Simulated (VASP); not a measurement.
# W3C in VASP: further runs, part 2 of 2

VASP 6.6.1.

## (3) Single point, LDA

File INCAR:

```
ALGO = Normal
DIPOL = 0.5 0.5 0.365
EDIFF = 1E-6
ENCUT = 520
GGA = CA
GGA_COMPAT = False
IDIPOL = 3
ISIF = 2
ISMEAR = 0
LASPH = True
LCHARG = False
LDIPOL = True
LREAL = False
LWAVE = False
NBANDS = 31
NELM = 120
NELMDL = -8
PREC = Accurate
SIGMA = 0.1
```

File KPOINTS:

```
k-points
0
Gamma
  12 12 1
```

File POSCAR:

```
W3C
1.0
    2.8090103839      0.0000000000      0.0000000000
   -1.4045051920      2.4326743520      0.0000000000
    0.0000000000      0.0000000000     20.1144288635
W C
3 1
Direct
    0.6666666667      0.3333333333      0.1988622211
    0.3333333333      0.6666666667      0.3135698338
    0.0000000000      0.0000000000      0.4282711143
    0.0000000000      0.1666666667      0.5179253399
```

Potentials or basis: VASP PAW LDA potentials, release 64 (W_sv, C).

On the command line:

```bash
$ cat potpaw_LDA.64/W_sv/POTCAR potpaw_LDA.64/C/POTCAR > POTCAR
$ mpirun -np 1 vasp_std > vasp.out
```

OUTCAR:

```text
EDIFF = 1E-6
   ENCUT = 520
   GGA = CA
   ISIF = 2
   ISMEAR = 0
   LASPH = True
   LREAL = False
   NELM = 120
   NELMDL = -8
   PREC = Accurate

 ion  position               nearest neighbor table
   1  0.667  0.333  0.199-   2 2.82   2 2.82   2 2.82
   2  0.333  0.667  0.314-   3 2.82   3 2.82   3 2.82   1 2.82   1 2.82   1 2.82
   3  0.000  0.000  0.428-   4 1.86   2 2.82   2 2.82   2 2.82
   4  0.000  0.167  0.518-   3 1.86

  LATTYP: Found a hexagonal cell.
 ALAT       =     2.8090103839
 C/A-ratio  =     7.1606815620

  Lattice vectors:

 A1 = (   2.8090103839,   0.0000000000,   0.0000000000)
 A2 = (  -1.4045051920,   2.4326743520,   0.0000000000)
 A3 = (   0.0000000000,   0.0000000000,  20.1144288635)

Analysis of symmetry for initial positions (statically):
=====================================================================
 Subroutine PRICEL returns:
 Original cell was already a primitive cell.

 Routine SETGRP: Setting up the symmetry group for a
 hexagonal supercell.

 Subroutine GETGRP returns: Found  1 space group operations
 (whereof  1 operations were pure point group operations)
 out of a pool of 24 trial point group operations.

The static configuration has the point symmetry C_1 .

Analysis of symmetry for dynamics (positions and initial velocities):
=====================================================================
 Subroutine PRICEL returns:
 Original cell was already a primitive cell.

 Routine SETGRP: Setting up the symmetry group for a
 hexagonal supercell.

 Subroutine GETGRP returns: Found  1 space group operations
 (whereof  1 operations were pure point group operations)
 out of a pool of 24 trial point group operations.

The dynamic configuration has the point symmetry C_1 .

 Subroutine INISYM returns: Found  1 space group operations
 (whereof  1 operations are pure point group operations),
 and found     1 'primitive' translations
[... 123 lines left out ...]
   LORBIT       =      0    0 simple, 1 ext, 2 COOP (PROOUT), +10 PAW based schemes
   GGA     = CA    functional components
   LHFCALC =     F    Hartree Fock is set to
   AEXX    =    0.0000 exact exchange contribution
   IVDW    =     0    specifies the selected vdW correction
   LEPSILON=     F    determine dielectric tensor
   LRPA    =     F    only Hartree local field effects (RPA)
 non-spin polarized calculation
 Gauss-broadening in eV      SIGMA  =   0.10
  energy-cutoff  :      520.00
  volume of cell :      137.45
 maximum number of plane-waves:      3729
 NGX is ok and might be reduce to    24
   NGX = 11   NGY = 11   NGZ = 75

 dipolmoment           0.000000      0.000000     -0.416560 electrons x Angstroem

 number of electron      46.0000005 magnetization

 dipolmoment           0.000000      0.000000      0.075417 electrons x Angstroem

 Free energy of the ion-electron system (eV)
  ---------------------------------------------------
  ext. energy  EPLUGINS =         0.00000000
  ---------------------------------------------------
  free energy    TOTEN  =       -44.85971120 eV

  energy without entropy =      -44.83792061  energy(sigma->0) =      -44.84881591

 E-fermi :   0.3591     XC(G=0):  -6.5247

 val. band max:        0.3491279326   @ k =   0.4167  -0.1667   0.0000
 cond. band min:       0.3628617720   @ k =   0.3333   0.0833   0.0000
 fundamental gap:      0.0137338393
 Fermi energy:         0.3591089854

 k-point     1 :       0.0000    0.0000    0.0000
  band No.  band energies     occupation
      1     -72.9450      2.00000
      2     -72.8817      2.00000
      3     -72.6405      2.00000
      4     -37.9273      2.00000
      5     -37.4443      2.00000
      6     -36.9879      2.00000
[... 805 lines left out ...]
     30       3.2786      0.00000
     31       4.0153      0.00000

 [... further k-points ...]

------------------------ aborting loop because EDIFF is reached ----------------------------------------

 vacuum level on the upper side and lower side of the slab       (xc-potential included)         0.780        -1.174

  FORCE on cell =-STRESS in cart. coord.  units (eV):
  Direction    XX          YY          ZZ          XY          YZ          ZX
  --------------------------------------------------------------------------------------
  -------------------------------------------------------------------------------------
  Total       -3.5566323     -4.2492194      0.7010323     -0.0797183      2.0369982     -1.2091041
  in kB      -41.4576352    -49.5307280      8.1715333     -0.9292304     23.7441269    -14.0938375
  external PRESSURE =     -27.6056100 kB  Pullay stress =       0.0000000 kB

 VOLUME and BASIS-vectors are now :
 -----------------------------------------------------------------------------
  energy-cutoff  :      520.00
  volume of cell :      137.45
      direct lattice vectors                 reciprocal lattice vectors
     2.809010384  0.000000000  0.000000000     0.355997260  0.205535114  0.000000000
    -1.404505192  2.432674352  0.000000000     0.000000000  0.411070228  0.000000000
     0.000000000  0.000000000 20.114428863     0.000000000  0.000000000  0.049715555

 POSITION                                       TOTAL-FORCE (eV/Angst)
 -----------------------------------------------------------------------------------
      1.40451      0.81089      4.00000        -0.010735      0.041030     -0.220127
     -0.00000      1.62178      6.30728        -0.018056      0.081127      0.229551
      0.00000      0.00000      8.61443         0.749988     -1.460805     -0.148421
     -0.23408      0.40545     10.41777        -0.721197      1.338648      0.138997
 -----------------------------------------------------------------------------------
    total drift:                               -0.000009     -0.000008     -0.000101

  FREE ENERGIE OF THE ION-ELECTRON SYSTEM (eV)
  ---------------------------------------------------
  free  energy   TOTEN  =       -44.8597112026 eV

  energy  without entropy=      -44.8379206103  energy(sigma->0) =      -44.84881591

 vacuum level on the upper side and lower side of the slab         7.500         5.479
```

OSZICAR:

```text
N       E                     dE             d eps       ncg     rms          rms(c)
DAV:   1     0.515873458307E+03    0.51587E+03   -0.28330E+04  5236   0.143E+03
DAV:   2    -0.267440691190E+02   -0.54262E+03   -0.52896E+03  5397   0.446E+02
DAV:   3    -0.474086271282E+02   -0.20665E+02   -0.19620E+02  5733   0.882E+01
[... 26 lines left out ...]
DAV:  30    -0.448596985408E+02   -0.80272E-05   -0.72714E-07  3606   0.709E-03    0.115E-02
DAV:  31    -0.448597063447E+02   -0.78039E-05   -0.77902E-07  3125   0.704E-03    0.522E-03
DAV:  32    -0.448597093537E+02   -0.30090E-05   -0.50753E-07  2742   0.515E-03    0.124E-03
DAV:  33    -0.448597108204E+02   -0.14667E-05   -0.16669E-07  2448   0.268E-03    0.869E-04
DAV:  34    -0.448597112026E+02   -0.38223E-06   -0.59552E-08  2357   0.128E-03
   1 F= -.44859711E+02 E0= -.44848816E+02  d E =-.217906E-01
```

stdout:

```text
POSCAR found type information on POSCAR W C
 POSCAR found :  2 types and       4 ions
 scaLAPACK will be used
 LDA part: xc-table for (Slater(with rela. corr.)+CA(PZ))
 , standard interpolation
 POSCAR, INCAR and KPOINTS ok, starting setup
 FFT: planning ... GRIDC
 FFT: planning ... GRID_SOFT
 FFT: planning ... GRID
 WAVECAR not read
 entering main loop
```

It took 15 min on 1 thread of Intel Xeon Platinum 8259CL at 2.50GHz (Skylake/Cascade Lake), shared host; peak memory 0.4 GiB.

What came out:

- Free energy: -44.8597 eV
- Largest force: 1.649 eV/Å
- Band gap on the k mesh: zero (bands 23 and 24 overlap by 0.90 eV)

Forces in eV/Å, atoms in the order of the input:
```
W   -0.011  0.041 -0.220
W   -0.018  0.081  0.230
W    0.750 -1.461 -0.148
C   -0.721  1.339  0.139
```

Caveat: spin-orbit coupling is left out, which moves the levels of the heavy elements.

## (4) Relaxation of the atoms, LDA

File INCAR:

```
SYSTEM = W3C
ALGO = Normal
DIPOL = 0.5 0.5 0.361
EDIFF = 1E-7
EDIFFG = -0.025
ENCUT = 520
GGA = CA
GGA_COMPAT = .False.
IBRION = 2
IDIPOL = 3
ISIF = 2
ISMEAR = 0
KPAR = 4
LASPH = .True.
LCHARG = .False.
LDIPOL = .True.
LREAL = .False.
LWAVE = .False.
NELM = 120
NELMDL = -8
NELMIN = 4
NSW = 36
PREC = Accurate
SIGMA = 0.1
```

File KPOINTS:

```
k-points
0
Gamma
  12 12 1
  0 0 0
```

File POSCAR:

```
W3C
1.0
    2.8090103839      0.0000000000      0.0000000000
   -1.4045051920      2.4326743520      0.0000000000
    0.0000000000      0.0000000000     20.1144288635
W C
3 1
Selective dynamics
Direct
    0.6666666667      0.3333333333      0.1988622211  F F F
    0.3333333333      0.6666666667      0.3135698338  F F F
    0.0000000000      0.0000000000      0.4282711143  F F F
    0.5000000000      0.3333333333      0.5048330695  F F T
```

On the command line:

```bash
$ cat potpaw_LDA.64/W_sv/POTCAR potpaw_LDA.64/C/POTCAR > POTCAR
$ mpirun -np 4 vasp_std > vasp.out
```

It took 5.8 min on 4 MPI ranks of Intel Xeon Platinum 8259CL at 2.50GHz (Skylake/Cascade Lake), shared host; peak memory 0.39 GiB.

It converged, with:

| Item | Value |
| --- | --- |
| Free energy | -46.5912 eV |
| Energy gained by relaxing | 101.7 meV/atom |
| Ionic steps | 4 |
| Band gap on the k mesh | zero (bands 23 and 24 overlap by 0.92 eV) |

Step by step:
```
step  energy change (eV)  largest force on free atoms (eV/Å)  pressure (GPa)
   1              0.0000                              3.0012           -3.66
   2             -0.3386                              1.4935           -1.00
   3             -0.4067                              0.0723            1.13
   4             -0.4068                              0.0229            1.01
```

Final structure:
```yaml
crystal:
  lattice:
    - [2.80901, 0.00000, 0.00000]
    - [-1.40451, 2.43267, 0.00000]
    - [0.00000, 0.00000, 20.11443]
  atoms:
    - { symbol: W, position: [0.66667, 0.33333, 0.19886] }
    - { symbol: W, position: [0.33333, 0.66667, 0.31357] }
    - { symbol: W, position: [0.00000, 0.00000, 0.42827] }
    - { symbol: C, position: [0.50000, 0.33333, 0.49338] }
```

Levels at points of the mesh, in eV from the Fermi level:
```csv
k point,band 21,band 22,band 23,band 24,band 25,band 26
"(0.00, 0.00, 0.00)",-0.72,-0.57,-0.18,-0.15,0.17,0.53
"(0.50, 0.00, 0.00)",-1.08,0.15,0.24,0.53,1.78,2.97
"(0.00, 0.50, 0.00)",-0.88,-0.07,0.44,1.31,1.93,3.08
"(0.50, 0.50, 0.00)",-1.20,-0.12,0.37,1.55,2.65,3.10
```

Caveat: spin-orbit coupling is left out, which moves the levels of the heavy elements.

## (5) Overview

```tsv
task	cell	atoms held fixed (from 0)	atoms held along some axes (from 0)	gap on the mesh (eV)	largest force (eV/Å)
single point	as given, atomic positions A	-	-	none	2.61
single point	as given, atomic positions B	-	-	none	1.65
relaxation of the atoms	atoms relaxed, atomic positions C	[0, 1, 2]	atom 3 along a and b	none	-
```

Alike in all rows: level LDA; potentials or basis VASP PAW LDA potentials, release 64 (W_sv, C); no spin polarisation; k mesh 12 × 12 × 1; cutoff (eV) 520; smearing gaussian 0.1 eV.

Caveats: spin-orbit coupling is left out, which moves the levels of the heavy elements.

Total energies depend on the potentials used, so only differences within one code and one set of settings carry meaning.

The gap in the log of VASP goes by the Fermi energy; the results here count the filled bands.